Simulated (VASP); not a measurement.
Set up this calculation in VASP 6.6.1, as the native input.

```yaml
Task: single point
Functional: PBE
Potentials_or_basis: VASP PAW PBE potentials, release 64 (Na_pv, I)
Cutoff: 520 eV
k_mesh: 6 × 6 × 6
Occupations: gaussian, width 0.02 eV
Spin: no spin polarisation
Dipole_correction: no
Further_INCAR_settings: ALGO = Normal; EDIFF = 1e-07; NBANDS = 14
```

The structure of NaI lies in POSCAR:

```
NaI
1.0
    0.0000000000      3.3281150154      3.3281150154
    3.3281150154      0.0000000000      3.3281150154
    3.3281150154      3.3281150154      0.0000000000
Na I
1 1
Direct
    0.0000000000      0.0000000000      0.0000000000
    0.5000000000      0.5000000000      0.5000000000
```

This cell differs from its parent crystal: volume scaled by 1.06.

One way to write it, as run:

INCAR

```
PREC = Accurate
ENCUT = 520
EDIFF = 1E-7
ISMEAR = 0
SIGMA = 0.02
LREAL = F
LASPH = T
NELM = 100
ALGO = Normal
ISIF = 2
LWAVE = F
LCHARG = T
GGA = PE
LELF = T
LVHAR = T
NBANDS = 14
```

KPOINTS

```
regular mesh
0
Gamma
  6 6 6
```

Potentials or basis: VASP PAW PBE potentials, release 64 (Na_pv, I).

Command:

```bash
$ cat potpaw_PBE.64/Na_pv/POTCAR potpaw_PBE.64/I/POTCAR > POTCAR
$ mpirun -np 1 vasp_std > vasp.out
```

It gave:

```json
{"Pressure": "-0.8 GPa", "Band gap on the k mesh": "3.43 eV, direct"}
```

Caveat: spin-orbit coupling is left out, which moves the levels of the heavy elements.

Run time: 12 s on 1 thread of Intel(R) Xeon(R) Platinum 8488C (Sapphire Rapids) (shared host), peak memory 0.21 GiB.
